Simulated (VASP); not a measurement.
# WSe2 (P6_3/mmc) in VASP: a series of runs

WSe2 is run at these levels: r2SCAN; tasks: single point.

All numbers are computed with VASP 6.6.1; they aren't measurements. Logs are shortened: lines on timing, memory, paths and dates and some standing lists are left out, and cuts for length are marked.

## (1) The cell of the first run

It takes space group P6_3/mmc (No. 194, hexagonal). The conventional cell has a = 3.216 Å, b = 3.216 Å, c = 13.317 Å, α = 90.00°, β = 90.00°, γ = 120.00°. Within 3.3 Å of W (site symmetry -6m2) lie 6 Se at 2.51 Å and 6 W at 3.22 Å. Within 3.4 Å of Se (site symmetry 3m) lie 3 W at 2.51 Å and 7 Se at 3.22 to 3.39 Å.

## (2) Single point, r2SCAN (equal strain along all axes, cell held: -3.0 %, then relaxed in part)

File POSCAR:

```
WSe2
1.0
    3.2156621670      0.0000000000      0.0000000000
   -1.6078310835      2.7848451266      0.0000000000
    0.0000000000      0.0000000000     13.3170486907
W Se
2 4
Direct
    0.6666666667      0.3333333333      0.7500000000
    0.3333333333      0.6666666667      0.2500000000
    0.3333333333      0.6666666667      0.8772656874
    0.6666666667      0.3333333333      0.3772656874
    0.3333333333      0.6666666667      0.6227343126
    0.6666666667      0.3333333333      0.1227343126
```

File INCAR.step1:

```
ALGO = Normal ; EDIFF = 1E-4
ENCUT = 520 ; GGA = PE
ISMEAR = 0 ; LASPH = True
LCHARG = False ; LREAL = False
LWAVE = True ; NBANDS = 35
NELM = 100 ; PREC = Accurate
SIGMA = 0.02
```

File INCAR.step2:

```
ALGO = Normal ; EDIFF = 1E-6
ENCUT = 520 ; ISIF = 2
ISMEAR = 0 ; ISTART = 1
LASPH = True ; LCHARG = False
LMIXTAU = True ; LREAL = False
LWAVE = False ; METAGGA = R2SCAN
NBANDS = 35 ; NELM = 100
PREC = Accurate ; SIGMA = 0.02
```

File KPOINTS:

```
k-points
0
Gamma
  12 12 2
```

Potentials or basis: VASP PAW PBE potentials, release 64 (W_sv, Se).

The run is started by

```sh
$ cat potpaw_PBE.64/W_sv/POTCAR potpaw_PBE.64/Se/POTCAR > POTCAR
$ cp INCAR.step1 INCAR
$ mpirun -np 1 vasp_std > vasp.out
$ cp INCAR.step2 INCAR
$ mpirun -np 1 vasp_std > vasp.out
```

OUTCAR:

```text
EDIFF = 1E-6
   ENCUT = 520
   ISIF = 2
   ISMEAR = 0
   ISTART = 1
   LASPH = True
   LREAL = False
   METAGGA = R2SCAN
   NELM = 100
   PREC = Accurate

 ion  position               nearest neighbor table
   1  0.667  0.333  0.750-   3 2.51   5 2.51   3 2.51   5 2.51   3 2.51   5 2.51
   2  0.333  0.667  0.250-   4 2.51   6 2.51   4 2.51   6 2.51   4 2.51   6 2.51
   3  0.333  0.667  0.877-   1 2.51   1 2.51   1 2.51
   4  0.667  0.333  0.377-   2 2.51   2 2.51   2 2.51
   5  0.333  0.667  0.623-   1 2.51   1 2.51   1 2.51
   6  0.667  0.333  0.123-   2 2.51   2 2.51   2 2.51

  LATTYP: Found a hexagonal cell.
 ALAT       =     3.2156621670
 C/A-ratio  =     4.1413083835

  Lattice vectors:

 A1 = (   3.2156621670,   0.0000000000,   0.0000000000)
 A2 = (  -1.6078310835,   2.7848451266,   0.0000000000)
 A3 = (   0.0000000000,   0.0000000000,  13.3170486907)

Analysis of symmetry for initial positions (statically):
=====================================================================
 Subroutine PRICEL returns:
 Original cell was already a primitive cell.

 Routine SETGRP: Setting up the symmetry group for a
 hexagonal supercell.

 Subroutine GETGRP returns: Found 24 space group operations
 (whereof 12 operations were pure point group operations)
 out of a pool of 24 trial point group operations.

The static configuration has the point symmetry D_3d.
 The point group associated with its full space group is D_6h.

Analysis of symmetry for dynamics (positions and initial velocities):
=====================================================================
 Subroutine PRICEL returns:
 Original cell was already a primitive cell.

 Routine SETGRP: Setting up the symmetry group for a
 hexagonal supercell.

 Subroutine GETGRP returns: Found 24 space group operations
 (whereof 12 operations were pure point group operations)
 out of a pool of 24 trial point group operations.

The dynamic configuration has the point symmetry D_3d.
 The point group associated with its full space group is D_6h.

 Subroutine INISYM returns: Found 24 space group operations
 (whereof 12 operations are pure point group operations),
 and found     1 'primitive' translations

----------------------------------------------------------------------------------------

                                     Primitive cell

  volume of cell :     119.2558

  direct lattice vectors                    reciprocal lattice vectors
     3.215662167  0.000000000  0.000000000     0.310977941  0.179543198  0.000000000
    -1.607831084  2.784845127  0.000000000     0.000000000  0.359086396  0.000000000
     0.000000000  0.000000000 13.317048691     0.000000000  0.000000000  0.075091713

  length of vectors
     3.215662167  3.215662167 13.317048691     0.359086396  0.359086396  0.075091713

  position of ions in fractional coordinates (direct lattice)
     0.666666667  0.333333333  0.750000000
     0.333333333  0.666666667  0.250000000
     0.333333333  0.666666667  0.877265687
     0.666666667  0.333333333  0.377265687
     0.333333333  0.666666667  0.622734313
     0.666666667  0.333333333  0.122734313

  ion indices of the primitive-cell ions
   primitive index   ion index
                 1           1
                 2           2
                 3           3
                 4           4
                 5           5
                 6           6

----------------------------------------------------------------------------------------

 KPOINTS: k-points

Automatic generation of k-mesh.
 Grid dimensions read from file:
 generate k-points for:   12   12    2

 Generating k-lattice:

  Cartesian coordinates                     Fractional coordinates (reciprocal lattice)
     0.025914828  0.014961933  0.000000000     0.083333333  0.000000000  0.000000000
     0.000000000  0.029923866  0.000000000     0.000000000  0.083333333  0.000000000
     0.000000000  0.000000000  0.037545857     0.000000000  0.000000000  0.500000000

  Length of vectors
     0.029923866  0.029923866  0.037545857

  Shift w.r.t. Gamma in fractional coordinates (k-lattice)
     0.000000000  0.000000000  0.000000000

 Subroutine IBZKPT returns following result:
 ===========================================

 Found     38 irreducible k-points:

 Following reciprocal coordinates:
            Coordinates               Weight
  0.000000  0.000000  0.000000      1.000000
  0.083333 -0.000000  0.000000      6.000000
  0.166667 -0.000000  0.000000      6.000000
  0.250000  0.000000  0.000000      6.000000
  0.333333  0.000000  0.000000      6.000000
  0.416667  0.000000  0.000000      6.000000
[... 16 lines left out ...]
  0.250000  0.000000  0.500000      6.000000
  0.333333  0.000000  0.500000      6.000000
 [... further k-points ...]
   k-points           NKPTS =     38   k-points in BZ     NKDIM =     38   number of bands    NBANDS=     35
   number of dos      NEDOS =    301   number of ions     NIONS =      6
   total plane-waves  NPLWV =  57600
   dimension x,y,z NGX =    24 NGY =   24 NGZ =  100
   dimension x,y,z NGXF=    48 NGYF=   48 NGZF=  200
   ions per type =               2   4
   NGX,Y,Z   is equivalent  to a cutoff of  12.41, 12.41, 12.48 a.u.
   NGXF,Y,Z  is equivalent  to a cutoff of  24.82, 24.82, 24.97 a.u.
 SYSTEM =  unknown system
   PREC   = accura    normal or accurate (medium, high low for compatibility)
   ISTART =      1    job   : 0-new  1-cont  2-samecut
   ICHARG =      0    charge: 1-file 2-atom 10-const
   ISPIN  =      1    spin polarized calculation?
   LNONCOLLINEAR =      F non collinear calculations
   LSORBIT =      F    spin-orbit coupling
   LASPH  =      T    aspherical Exc in radial PAW
   ENCUT  =  520.0 eV  38.22 Ry    6.18 a.u.   5.98  5.98 24.76*2*pi/ulx,y,z
   NELM   =    100;   NELMIN=  2; NELMDL=  0     # of ELM steps
   EDIFF  = 0.1E-05   stopping-criterion for ELM
   LREAL  =      F    real-space projection
   EDIFFG = 0.1E-04   stopping-criterion for IOM
   NSW    =      0    number of steps for IOM
   IBRION =     -1    ionic relax: 0-MD 1-quasi-New 2-CG
   NFREE  =      0    steps in history (QN), initial steepest desc. (CG)
   ISIF   =      2    stress and relaxation
   ISYM   =      2    0-nonsym 1-usesym 2-fastsym
   POTIM  = 0.5000    time-step for ionic-motion
   TEBEG  =    0.0;   TEEND  =   0.0 temperature during run
   PSTRESS=    0.0 pullay stress
   NELECT =      52.0000    total number of electrons
   NUPDOWN=      -1.0000    fix difference up-down
   EMIN   =  10.00;   EMAX   =-10.00  energy-range for DOS
   EFERMI =   0.00;   METHOD = LEGACY
   ISMEAR =     0;   SIGMA  =   0.02  broadening in eV -4-tet -1-fermi 0-gaus
   EFERMI_NEDOS =   21; number of points for ismear=-14 and -15
   IALGO  =     38    algorithm
   IMIX   =      4    mixing-type and parameters
     AMIX     =   0.40;   BMIX     =  1.00
     AMIX_MAG =   1.60;   BMIX_MAG =  1.00
  volume/ion in A,a.u.               =      19.88       134.13
  Fermi-wavevector in a.u.,A,eV,Ry     =   1.241413  2.345930 20.968008  1.541105
  Thomas-Fermi vector in A             =   2.375811
   LORBIT       =      0    0 simple, 1 ext, 2 COOP (PROOUT), +10 PAW based schemes
   METAGGA = R2SCAN    functional components
   LHFCALC =     F    Hartree Fock is set to
   AEXX    =    0.0000 exact exchange contribution
   IVDW    =     0    specifies the selected vdW correction
   LEPSILON=     F    determine dielectric tensor
   LRPA    =     F    only Hartree local field effects (RPA)
 non-spin polarized calculation
 Gauss-broadening in eV      SIGMA  =   0.02
  energy-cutoff  :      520.00
  volume of cell :      119.26
 maximum number of plane-waves:      3252
 NGX is ok and might be reduce to    24
   NGX = 11   NGY = 11   NGZ = 49

 number of electron      52.0000005 magnetization

 Free energy of the ion-electron system (eV)
  ---------------------------------------------------
  ext. energy  EPLUGINS =         0.00000000
  ---------------------------------------------------
  free energy    TOTEN  =      -163.38395068 eV

  energy without entropy =     -163.38395068  energy(sigma->0) =     -163.38395068

 E-fermi :   6.1856     XC(G=0): -11.4802

 val. band max:        6.0602359407   @ k =   0.3333   0.3333   0.0000
 cond. band min:       7.3090416582   @ k =   0.1667   0.1667   0.0000
 fundamental gap:      1.2488057175
 Fermi energy:         6.1856174880

 k-point     1 :       0.0000    0.0000    0.0000
  band No.  band energies     occupation
      1     -69.9168      2.00000
      2     -69.9168      2.00000
      3     -33.5721      2.00000
      4     -33.5720      2.00000
      5     -33.3611      2.00000
      6     -33.3611      2.00000
[... 27 lines left out ...]
     34       9.5112      0.00000
     35      11.7288      0.00000

 k-point     2 :       0.0833   -0.0000    0.0000
  band No.  band energies     occupation
      1     -69.9157      2.00000
      2     -69.9157      2.00000
      3     -33.5678      2.00000
      4     -33.5678      2.00000
      5     -33.3828      2.00000
      6     -33.3828      2.00000
[... 27 lines left out ...]
     34       9.5569      0.00000
     35      12.3126      0.00000

 k-point     3 :       0.1667   -0.0000    0.0000
  band No.  band energies     occupation
      1     -69.9126      2.00000
      2     -69.9126      2.00000
      3     -33.5563      2.00000
      4     -33.5562      2.00000
      5     -33.4418      2.00000
      6     -33.4418      2.00000
[... 27 lines left out ...]
     34      10.0168      0.00000
     35      13.0938      0.00000
[... 723 lines left out ...]
 k-point    23 :       0.2500    0.0000    0.5000
  band No.  band energies     occupation
      1     -69.9085      2.00000
      2     -69.9085      2.00000
      3     -33.5404      2.00000
      4     -33.5404      2.00000
      5     -33.5214      2.00000
      6     -33.5214      2.00000
[... 27 lines left out ...]
     34      10.3340      0.00000
     35      13.2890      0.00000

 k-point    24 :       0.3333    0.0000    0.5000
  band No.  band energies     occupation
      1     -69.9043      2.00000
      2     -69.9043      2.00000
      3     -33.5999      2.00000
      4     -33.5999      2.00000
      5     -33.5245      2.00000
      6     -33.5245      2.00000
[... 27 lines left out ...]
     34      10.5811      0.00000
     35      12.5164      0.00000

 [... further k-points ...]

------------------------ aborting loop because EDIFF is reached ----------------------------------------

  FORCE on cell =-STRESS in cart. coord.  units (eV):
  Direction    XX          YY          ZZ          XY          YZ          ZX
  --------------------------------------------------------------------------------------
  -------------------------------------------------------------------------------------
  Total        6.4297314      6.4297314      1.4795434      0.0000000     -0.0000000      0.0000000
  in kB       86.3821403     86.3821403     19.8773659      0.0000000     -0.0000000      0.0000000
  external PRESSURE =      64.2138822 kB  Pullay stress =       0.0000000 kB

 VOLUME and BASIS-vectors are now :
 -----------------------------------------------------------------------------
  energy-cutoff  :      520.00
  volume of cell :      119.26
      direct lattice vectors                 reciprocal lattice vectors
     3.215662167  0.000000000  0.000000000     0.310977941  0.179543198  0.000000000
    -1.607831084  2.784845127  0.000000000     0.000000000  0.359086396  0.000000000
     0.000000000  0.000000000 13.317048691     0.000000000  0.000000000  0.075091713

 POSITION                                       TOTAL-FORCE (eV/Angst)
 -----------------------------------------------------------------------------------
      1.60783      0.92828      9.98779         0.000000      0.000000      0.000000
     -0.00000      1.85656      3.32926        -0.000000     -0.000000      0.000000
     -0.00000      1.85656     11.68259        -0.000000     -0.000000      0.051487
      1.60783      0.92828      5.02407        -0.000000      0.000000      0.051487
     -0.00000      1.85656      8.29298         0.000000     -0.000000     -0.051487
      1.60783      0.92828      1.63446         0.000000      0.000000     -0.051487
 -----------------------------------------------------------------------------------
    total drift:                                0.000000     -0.000000      0.000000

  FREE ENERGIE OF THE ION-ELECTRON SYSTEM (eV)
  ---------------------------------------------------
  free  energy   TOTEN  =      -163.3839506798 eV

  energy  without entropy=     -163.3839506798  energy(sigma->0) =     -163.38395068
```

Run time: 7.6 min. Hardware: 1 thread of Intel Xeon Platinum 8488C (Sapphire Rapids), shared host; peak memory 0.33 GiB.

Results:

```yaml
Free_energy: -163.3840 eV
Pressure: 6.4 GPa
Largest_force: 0.051 eV/Å
Band_gap_on_the_k_mesh: 1.25 eV (least direct gap 1.97 eV)
```

Forces in eV/Å, atoms in the order of the input:
```
W    0.000  0.000  0.000
W    0.000  0.000  0.000
Se   0.000  0.000  0.051
Se   0.000  0.000  0.051
Se   0.000  0.000 -0.051
Se   0.000  0.000 -0.051
```

Levels at points of the mesh, in eV from the valence-band top:
| k point | band 23 | band 24 | band 25 | band 26 | band 27 | band 28 | band 29 | band 30 |
| --- | --- | --- | --- | --- | --- | --- | --- | --- |
| (0.00, 0.00, 0.00) | -1.18 | -1.18 | -1.18 | -0.02 | 3.24 | 3.24 | 3.28 | 3.28 |
| (0.50, 0.00, 0.00) | -1.31 | -1.23 | -1.02 | -0.82 | 2.79 | 2.81 | 2.84 | 3.21 |
| (0.00, 0.00, 0.50) | -1.20 | -1.20 | -0.32 | -0.32 | 3.24 | 3.24 | 3.24 | 3.24 |
| (0.50, 0.00, 0.50) | -1.26 | -1.26 | -0.92 | -0.92 | 2.82 | 2.82 | 3.02 | 3.02 |

Caveat: the cell differs from its parent crystal (equal strain along all axes, cell held: -3.0 %, then relaxed in part); the stress differs along the axes, from 2 to 9 GPa; the PAW data sets were made with another functional, which shifts forces and pressure a little; spin-orbit coupling is left out, which moves the levels of the heavy elements. A k mesh can miss the band edges.

## (3) Single point, r2SCAN (equal strain along all axes, cell held: -2.0 %, then relaxed in part)

File POSCAR:

```
WSe2
1.0
    3.2488133234      0.0000000000      0.0000000000
   -1.6244066617      2.8135548702      0.0000000000
    0.0000000000      0.0000000000     13.4543378525
W Se
2 4
Direct
    0.6666666667      0.3333333333      0.7500000000
    0.3333333333      0.6666666667      0.2500000000
    0.3333333333      0.6666666667      0.8751537220
    0.6666666667      0.3333333333      0.3751537220
    0.3333333333      0.6666666667      0.6248462780
    0.6666666667      0.3333333333      0.1248462780
```

File INCAR.step1:

```
PREC = Accurate ; ENCUT = 520
ISMEAR = 0 ; SIGMA = 0.02
LREAL = F ; LASPH = T
NELM = 60 ; NBANDS = 35
GGA = PE ; ALGO = Normal
EDIFF = 1E-4 ; LWAVE = T
LCHARG = F
```

File INCAR.step2:

```
PREC = Accurate ; ENCUT = 520
EDIFF = 1E-7 ; ISMEAR = 0
SIGMA = 0.02 ; LREAL = F
LASPH = T ; NELM = 60
ALGO = Normal ; ISIF = 2
LWAVE = F ; LCHARG = T
METAGGA = R2SCAN ; LMIXTAU = T
LELF = T ; LVHAR = T
NBANDS = 35 ; ISTART = 1
```

File KPOINTS:

```
Automatic mesh
0
Gamma
  12 12 2
```

Potentials or basis: VASP PAW PBE potentials, release 64 (W_sv, Se).

The run is started by

```sh
$ cat potpaw_PBE.64/W_sv/POTCAR potpaw_PBE.64/Se/POTCAR > POTCAR
$ cp INCAR.step1 INCAR
$ mpirun -np 1 vasp_std > vasp.out
$ cp INCAR.step2 INCAR
$ mpirun -np 1 vasp_std > vasp.out
```

Wall time 6.8 min (1 thread of Intel Xeon Platinum 8488C (Sapphire Rapids), shared host); peak memory 0.33 GiB.

Results (log left out):

| Item | Value |
| --- | --- |
| Free energy | -163.5009 eV |
| Pressure | 4.1 GPa |
| Largest force | 0.048 eV/Å |
| Band gap on the k mesh | 1.30 eV (least direct gap 1.83 eV) |

Forces on the atoms (eV/Å):
```
W    0.000  0.000  0.000
W    0.000  0.000  0.000
Se   0.000  0.000  0.048
Se   0.000  0.000  0.048
Se   0.000  0.000 -0.048
Se   0.000  0.000 -0.048
```

Stress tensor (GPa, compression positive):
```
5.54 0.00 0.00
0.00 5.54 0.00
0.00 0.00 1.25
```

Levels at points of the mesh, in eV from the valence-band top:
```tsv
k point	band 23	band 24	band 25	band 26	band 27	band 28	band 29	band 30
(0.00, 0.00, 0.00)	-1.31	-1.31	-1.04	0.00	3.12	3.12	3.16	3.16
(0.50, 0.00, 0.00)	-1.29	-1.21	-1.12	-0.96	2.64	2.66	2.76	3.09
(0.00, 0.00, 0.50)	-1.32	-1.32	-0.28	-0.28	3.13	3.13	3.13	3.13
(0.50, 0.00, 0.50)	-1.24	-1.24	-1.04	-1.04	2.65	2.65	2.94	2.94
```

Caveat: the cell differs from its parent crystal (equal strain along all axes, cell held: -2.0 %, then relaxed in part); the cell stands under pressure; the PAW data sets were made with another functional, which shifts forces and pressure a little; spin-orbit coupling is left out, which moves the levels of the heavy elements. A k mesh can miss the band edges.

(Part 1 of 2 ends here.)
